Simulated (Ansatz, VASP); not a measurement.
## Hf3Si2F: VASP beside Ansatz

```xyz
6
Lattice="4.5411 0.0000 0.0000 -2.2706 3.9327 0.0000 0.0000 0.0000 5.7901" Properties=species:S:1:pos:R:3 pbc="T T T"
Hf    0.0000    0.0000    2.8950
Hf    0.0000    2.6218    0.0000
Hf    0.0000    2.6218    2.8950
Si    2.2706    1.3109    1.6182
Si    2.2706    1.3109    4.1719
F     0.0000    0.0000    0.0000
```

Change from the starting cell: species swapped into the La2Al3Ge type (P-6m2, No. 187).

Alike in both runs: functional PBE; k mesh 12 × 12 × 8; occupations gaussian, width 0.1 eV; no spin polarisation.

Ansatz relaxed the structure, and its values are those at the end. VASP's run is a single point on that final structure, the one shown.

|  | VASP | Ansatz |
| --- | --- | --- |
| version | VASP 6.6.1 | Ansatz 0.2.0 |
| potentials or method | VASP PAW PBE potentials, release 64 (Hf_pv, Si, F), cutoff 520 eV | scalar-relativistic, plane waves, PAW |
| valence electrons in the cell | 45 | 93 |

|  | VASP | Ansatz | Ansatz less VASP |
| --- | --- | --- | --- |
| gap on the k mesh at the Fermi level (eV) | none | none | - |
| pressure (GPa) | -0.5 | 0.0 | +0.56 |
| rms of the force components (eV/Å) | 0.007 | 0.003 | -0.0044 |

A gap of «none» marks a metal or a gap that the smearing closes. VASP's potentials hold 45 valence electrons a cell and Ansatz's 93, so a difference there can come from the potentials and not from the codes.

Spin-orbit coupling is off throughout.
